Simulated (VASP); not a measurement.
# SiC (P6_3mc) in VASP: settings compared

The runs below take SiC through single point, with PBEsol, r2SCAN.

Program: VASP 6.6.1. These are calculated values, not measurements. Logs are shortened: lines on timing, memory, paths and dates and some standing lists are left out, and cuts for length are marked.

### Step 1. The cell of the first run

Symmetry: P6_3mc, No. 186, hexagonal system. Conventional cell: a = 3.078 Å, b = 3.078 Å, c = 10.076 Å, α = 90.00°, β = 90.00°, γ = 120.00°. Si (site symmetry 3m) has 4 C at 1.88 to 1.89 Å within 2.5 Å. Si (site symmetry 3m) has 4 C at 1.89 Å within 2.5 Å. Within 2.5 Å of C (site symmetry 3m) lie 4 Si at 1.89 Å. Within 2.5 Å of C (site symmetry 3m) lie 4 Si at 1.88 to 1.89 Å.

### Step 2. Single point, PBEsol

Contents of INCAR:

```
SYSTEM = SiC
ALGO = Normal ; EDIFF = 1E-6
ENCUT = 520 ; GGA = PS
ISIF = 2 ; ISMEAR = -1
LASPH = .TRUE. ; LCHARG = .FALSE.
LREAL = .FALSE. ; LWAVE = .FALSE.
NBANDS = 26 ; NELM = 100
PREC = Accurate ; SIGMA = 0.05
```

Contents of KPOINTS:

```
k-points
0
G
  9 9 3
  0 0 0
```

Contents of POSCAR:

```
SiC
1.0
    3.0780680000      0.0000000000      0.0000000000
   -1.5390340000      2.6656850000      0.0000000000
    0.0000000000      0.0000000000     10.0759470000
Si C
4 4
Direct
    0.0000000000      0.0000000000      0.4998400000
    0.3333330000      0.6666670000      0.2499120000
    0.6666670000      0.3333330000      0.7499120000
    0.0000000000      0.0000000000      0.9998400000
    0.0000000000      0.0000000000      0.1873030000
    0.0000000000      0.0000000000      0.6873030000
    0.3333330000      0.6666670000      0.4379450000
    0.6666670000      0.3333330000      0.9379450000
```

Potentials or basis: VASP PAW PBE potentials, release 64 (Si, C).

Launch:

```sh
$ cat potpaw_PBE.64/Si/POTCAR potpaw_PBE.64/C/POTCAR > POTCAR
$ mpirun -np 1 vasp_std > vasp.out
```

OUTCAR:

```text
SYSTEM = SiC
   EDIFF = 1E-6
   ENCUT = 520
   GGA = PS
   ISIF = 2
   ISMEAR = -1
   LASPH = .TRUE.
   LREAL = .FALSE.
   NELM = 100
   PREC = Accurate

 ion  position               nearest neighbor table
   1  0.000  0.000  0.500-   7 1.88   7 1.88   7 1.88   6 1.89   2 3.08   2 3.08   2 3.08   3 3.08
                             3 3.08   3 3.08
   2  0.333  0.667  0.250-   5 1.89   5 1.89   5 1.89   7 1.89   1 3.08   1 3.08   1 3.08   4 3.08
                             4 3.08   4 3.08
   3  0.667  0.333  0.750-   6 1.89   6 1.89   6 1.89   8 1.89   4 3.08   4 3.08   4 3.08   1 3.08
                             1 3.08   1 3.08
   4  0.000  0.000  1.000-   8 1.88   8 1.88   8 1.88   5 1.89   3 3.08   3 3.08   3 3.08   2 3.08
                             2 3.08   2 3.08
   5  0.000  0.000  0.187-   2 1.89   2 1.89   2 1.89   4 1.89
   6  0.000  0.000  0.687-   3 1.89   3 1.89   3 1.89   1 1.89
   7  0.333  0.667  0.438-   1 1.88   1 1.88   1 1.88   2 1.89
   8  0.667  0.333  0.938-   4 1.88   4 1.88   4 1.88   3 1.89

  LATTYP: Found a hexagonal cell.
 ALAT       =     3.0780680000
 C/A-ratio  =     3.2734647188

  Lattice vectors:

 A1 = (   3.0780680000,   0.0000000000,   0.0000000000)
 A2 = (  -1.5390340000,   2.6656850000,   0.0000000000)
 A3 = (   0.0000000000,   0.0000000000,  10.0759470000)

Analysis of symmetry for initial positions (statically):
=====================================================================
 Subroutine PRICEL returns:
 Original cell was already a primitive cell.

 Routine SETGRP: Setting up the symmetry group for a
 hexagonal supercell.

 Subroutine GETGRP returns: Found 12 space group operations
 (whereof  6 operations were pure point group operations)
 out of a pool of 24 trial point group operations.

The static configuration has the point symmetry C_3v.
 The point group associated with its full space group is C_6v.

Analysis of symmetry for dynamics (positions and initial velocities):
=====================================================================
 Subroutine PRICEL returns:
 Original cell was already a primitive cell.

 Routine SETGRP: Setting up the symmetry group for a
 hexagonal supercell.

 Subroutine GETGRP returns: Found 12 space group operations
 (whereof  6 operations were pure point group operations)
 out of a pool of 24 trial point group operations.

The dynamic configuration has the point symmetry C_3v.
 The point group associated with its full space group is C_6v.

 Subroutine INISYM returns: Found 12 space group operations
 (whereof  6 operations are pure point group operations),
 and found     1 'primitive' translations

----------------------------------------------------------------------------------------

                                     Primitive cell

  volume of cell :      82.6748

  direct lattice vectors                    reciprocal lattice vectors
     3.078068000  0.000000000  0.000000000     0.324879112  0.187569049  0.000000000
    -1.539034000  2.665685000  0.000000000     0.000000000  0.375138098  0.000000000
     0.000000000  0.000000000 10.075947000     0.000000000  0.000000000  0.099246254

  length of vectors
     3.078068000  3.078067928 10.075947000     0.375138089  0.375138098  0.099246254

  position of ions in fractional coordinates (direct lattice)
     0.000000000  0.000000000  0.499840000
     0.333333000  0.666667000  0.249912000
     0.666667000  0.333333000  0.749912000
     0.000000000  0.000000000  0.999840000
     0.000000000  0.000000000  0.187303000
     0.000000000  0.000000000  0.687303000
     0.333333000  0.666667000  0.437945000
     0.666667000  0.333333000  0.937945000

  ion indices of the primitive-cell ions
   primitive index   ion index
                 1           1
                 2           2
                 3           3
                 4           4
                 5           5
                 6           6
                 7           7
                 8           8

----------------------------------------------------------------------------------------

 KPOINTS: k-points

Automatic generation of k-mesh.
 Grid dimensions read from file:
 generate k-points for:    9    9    3

 Generating k-lattice:

  Cartesian coordinates                     Fractional coordinates (reciprocal lattice)
     0.036097679  0.020841005  0.000000000     0.111111111 -0.000000000  0.000000000
     0.000000000  0.041682011  0.000000000     0.000000000  0.111111111  0.000000000
     0.000000000  0.000000000  0.033082085     0.000000000  0.000000000  0.333333333

  Length of vectors
     0.041682010  0.041682011  0.033082085

  Shift w.r.t. Gamma in fractional coordinates (k-lattice)
     0.000000000  0.000000000  0.000000000

 Subroutine IBZKPT returns following result:
 ===========================================

 Found     24 irreducible k-points:

 Following reciprocal coordinates:
            Coordinates               Weight
  0.000000  0.000000  0.000000      1.000000
  0.111111 -0.000000  0.000000      6.000000
  0.222222  0.000000  0.000000      6.000000
  0.333333 -0.000000  0.000000      6.000000
  0.444444  0.000000  0.000000      6.000000
  0.111111  0.111111  0.000000      6.000000
[... 16 lines left out ...]
  0.333333  0.222222  0.333333     24.000000
  0.333333  0.333333  0.333333      4.000000
   k-points           NKPTS =     24   k-points in BZ     NKDIM =     24   number of bands    NBANDS=     26
   number of dos      NEDOS =    301   number of ions     NIONS =      8
   total plane-waves  NPLWV =  46080
   dimension x,y,z NGX =    24 NGY =   24 NGZ =   80
   dimension x,y,z NGXF=    48 NGYF=   48 NGZF=  160
   ions per type =               4   4
   NGX,Y,Z   is equivalent  to a cutoff of  12.96, 12.96, 13.20 a.u.
   NGXF,Y,Z  is equivalent  to a cutoff of  25.92, 25.92, 26.40 a.u.
 SYSTEM =  SiC
   PREC   = accura    normal or accurate (medium, high low for compatibility)
   ISTART =      0    job   : 0-new  1-cont  2-samecut
   ICHARG =      2    charge: 1-file 2-atom 10-const
   ISPIN  =      1    spin polarized calculation?
   LNONCOLLINEAR =      F non collinear calculations
   LSORBIT =      F    spin-orbit coupling
   LASPH  =      T    aspherical Exc in radial PAW
   ENCUT  =  520.0 eV  38.22 Ry    6.18 a.u.   5.72  5.72 18.73*2*pi/ulx,y,z
   NELM   =    100;   NELMIN=  2; NELMDL= -5     # of ELM steps
   EDIFF  = 0.1E-05   stopping-criterion for ELM
   LREAL  =      F    real-space projection
   EDIFFG = 0.1E-04   stopping-criterion for IOM
   NSW    =      0    number of steps for IOM
   IBRION =     -1    ionic relax: 0-MD 1-quasi-New 2-CG
   NFREE  =      0    steps in history (QN), initial steepest desc. (CG)
   ISIF   =      2    stress and relaxation
   ISYM   =      2    0-nonsym 1-usesym 2-fastsym
   POTIM  = 0.5000    time-step for ionic-motion
   TEBEG  =    0.0;   TEEND  =   0.0 temperature during run
   PSTRESS=    0.0 pullay stress
   NELECT =      32.0000    total number of electrons
   NUPDOWN=      -1.0000    fix difference up-down
   EMIN   =  10.00;   EMAX   =-10.00  energy-range for DOS
   EFERMI =   0.00;   METHOD = LEGACY
   ISMEAR =    -1;   SIGMA  =   0.05  broadening in eV -4-tet -1-fermi 0-gaus
   EFERMI_NEDOS =   21; number of points for ismear=-14 and -15
   IALGO  =     38    algorithm
   IMIX   =      4    mixing-type and parameters
     AMIX     =   0.40;   BMIX     =  1.00
     AMIX_MAG =   1.60;   BMIX_MAG =  1.00
  volume/ion in A,a.u.               =      10.33        69.74
  Fermi-wavevector in a.u.,A,eV,Ry     =   1.193073  2.254582 19.366863  1.423424
  Thomas-Fermi vector in A             =   2.329097
   LORBIT       =      0    0 simple, 1 ext, 2 COOP (PROOUT), +10 PAW based schemes
   GGA     = PS    functional components
   LHFCALC =     F    Hartree Fock is set to
   AEXX    =    0.0000 exact exchange contribution
   IVDW    =     0    specifies the selected vdW correction
   LEPSILON=     F    determine dielectric tensor
   LRPA    =     F    only Hartree local field effects (RPA)
 non-spin polarized calculation
  energy-cutoff  :      520.00
  volume of cell :       82.67
 maximum number of plane-waves:      2243
 NGX is ok and might be reduce to    24
   NGX = 11   NGY = 11   NGZ = 37

 number of electron      32.0000001 magnetization

 Free energy of the ion-electron system (eV)
  ---------------------------------------------------
  ext. energy  EPLUGINS =         0.00000000
  ---------------------------------------------------
  free energy    TOTEN  =       -63.67071381 eV

  energy without entropy =      -63.67071381  energy(sigma->0) =      -63.67071381

 E-fermi :   9.2108     XC(G=0): -11.5068

 val. band max:        8.1361034688   @ k =   0.0000   0.0000   0.0000
 cond. band min:      10.3601279835   @ k =   0.4444   0.0000   0.0000
 fundamental gap:      2.2240245147
 Fermi energy:         9.2107707881

 k-point     1 :       0.0000    0.0000    0.0000
  band No.  band energies     occupation
      1      -7.3737      2.00000
      2      -6.1894      2.00000
      3      -6.1536      2.00000
      4      -3.7653      2.00000
      5      -0.5435      2.00000
      6       3.7317      2.00000
[... 18 lines left out ...]
     25      15.4693      0.00000
     26      16.1208      0.00000

 k-point     2 :       0.1111   -0.0000    0.0000
  band No.  band energies     occupation
      1      -7.1586      2.00000
      2      -5.9814      2.00000
      3      -5.9446      2.00000
      4      -3.5840      2.00000
      5      -0.3455      2.00000
      6       3.7908      2.00000
[... 18 lines left out ...]
     25      15.7751      0.00000
     26      15.8282      0.00000

 k-point     3 :       0.2222    0.0000    0.0000
  band No.  band energies     occupation
      1      -6.5231      2.00000
      2      -5.3712      2.00000
      3      -5.3305      2.00000
      4      -3.0724      2.00000
      5       0.2126      2.00000
      6       3.2757      2.00000
[... 18 lines left out ...]
     25      16.3954      0.00000
     26      16.8204      0.00000

 k-point     4 :       0.3333   -0.0000    0.0000
  band No.  band energies     occupation
      1      -5.5080      2.00000
      2      -4.4235      2.00000
      3      -4.3712      2.00000
      4      -2.4116      2.00000
      5       0.7369      2.00000
      6       1.4440      2.00000
[... 18 lines left out ...]
     25      16.7566      0.00000
     26      17.0531      0.00000

 k-point     5 :       0.4444    0.0000    0.0000
  band No.  band energies     occupation
      1      -4.2806      2.00000
      2      -3.4718      2.00000
      3      -3.3395      2.00000
      4      -2.3052      2.00000
      5      -0.2055      2.00000
      6       0.1230      2.00000
[... 18 lines left out ...]
     25      16.8219      0.00000
     26      17.7568      0.00000

 k-point     6 :       0.1111    0.1111    0.0000
  band No.  band energies     occupation
      1      -6.7330      2.00000
      2      -5.5718      2.00000
      3      -5.5326      2.00000
      4      -3.2362      2.00000
      5       0.0352      2.00000
      6       3.6911      2.00000
[... 427 lines left out ...]
 k-point    21 :       0.4444    0.1111    0.3333
  band No.  band energies     occupation
      1      -3.6979      2.00000
      2      -3.4766      2.00000
      3      -2.7911      2.00000
      4      -2.4954      2.00000
      5      -0.0754      2.00000
      6       0.1987      2.00000
[... 18 lines left out ...]
     25      16.1316      0.00000
     26      16.7927      0.00000

 k-point    22 :       0.2222    0.2222    0.3333
  band No.  band energies     occupation
      1      -4.8006      2.00000
      2      -4.4392      2.00000
      3      -3.1467      2.00000
      4      -2.4534      2.00000
      5       0.9971      2.00000
      6       1.1579      2.00000
[... 18 lines left out ...]
     25      16.8859      0.00000
     26      17.2480      0.00000

 k-point    23 :       0.3333    0.2222    0.3333
  band No.  band energies     occupation
      1      -3.6447      2.00000
      2      -3.3673      2.00000
      3      -2.5713      2.00000
      4      -2.3043      2.00000
      5       0.3618      2.00000
      6       0.6634      2.00000
[... 18 lines left out ...]
     25      17.0698      0.00000
     26      17.6592      0.00000

 k-point    24 :       0.3333    0.3333    0.3333
  band No.  band energies     occupation
      1      -2.7986      2.00000
      2      -2.6501      2.00000
      3      -2.6501      2.00000
      4      -2.6471      2.00000
      5       0.7257      2.00000
      6       0.7514      2.00000
[... 18 lines left out ...]
     25      18.2698      0.00000
     26      18.4370      0.00000

------------------------ aborting loop because EDIFF is reached ----------------------------------------

  FORCE on cell =-STRESS in cart. coord.  units (eV):
  Direction    XX          YY          ZZ          XY          YZ          ZX
  --------------------------------------------------------------------------------------
  -------------------------------------------------------------------------------------
  Total        0.1802698      0.1802697      0.1802927      0.0000000      0.0000000      0.0000000
  in kB        3.4934983      3.4934981      3.4939430      0.0000000      0.0000000      0.0000000
  external PRESSURE =       3.4936465 kB  Pullay stress =       0.0000000 kB

 VOLUME and BASIS-vectors are now :
 -----------------------------------------------------------------------------
  energy-cutoff  :      520.00
  volume of cell :       82.67
      direct lattice vectors                 reciprocal lattice vectors
     3.078068000  0.000000000  0.000000000     0.324879112  0.187569049  0.000000000
    -1.539034000  2.665685000  0.000000000     0.000000000  0.375138098  0.000000000
     0.000000000  0.000000000 10.075947000     0.000000000  0.000000000  0.099246254

 POSITION                                       TOTAL-FORCE (eV/Angst)
 -----------------------------------------------------------------------------------
      0.00000      0.00000      5.03636        -0.000000      0.000000      0.000918
     -0.00000      1.77712      2.51810         0.000000     -0.000000     -0.000203
      1.53904      0.88856      7.55607         0.000000      0.000000     -0.000203
      0.00000      0.00000     10.07433         0.000000     -0.000000      0.000918
      0.00000      0.00000      1.88726         0.000000     -0.000000     -0.000335
      0.00000      0.00000      6.92523         0.000000      0.000000     -0.000335
     -0.00000      1.77712      4.41271        -0.000000     -0.000000     -0.000380
      1.53904      0.88856      9.45068        -0.000000      0.000000     -0.000380
 -----------------------------------------------------------------------------------
    total drift:                               -0.000000     -0.000000     -0.000083

  FREE ENERGIE OF THE ION-ELECTRON SYSTEM (eV)
  ---------------------------------------------------
  free  energy   TOTEN  =       -63.6707138131 eV

  energy  without entropy=      -63.6707138130  energy(sigma->0) =      -63.67071381
```

Run time: 32 s. Hardware: 1 thread of AMD EPYC 7R13 (Zen 3), shared host; peak memory 0.18 GiB.

What came out:

```yaml
Free_energy: -63.6707 eV
Pressure: 0.3 GPa
Band_gap_on_the_k_mesh: 2.22 eV (least direct gap 3.32 eV)
```

Levels at points of the mesh, in eV from the valence-band top:
```
           k point  band 13  band 14  band 15  band 16  band 17  band 18  band 19  band 20
(0.00, 0.00, 0.00)    -0.59    -0.05     0.00     0.00     5.03     5.61     6.25     6.25
```

Caveat: the PAW data sets were made with another functional, which shifts forces and pressure a little; an odd mesh through Γ misses points on the zone boundary, where band edges can lie.

(Part 1 of 2 ends here.)
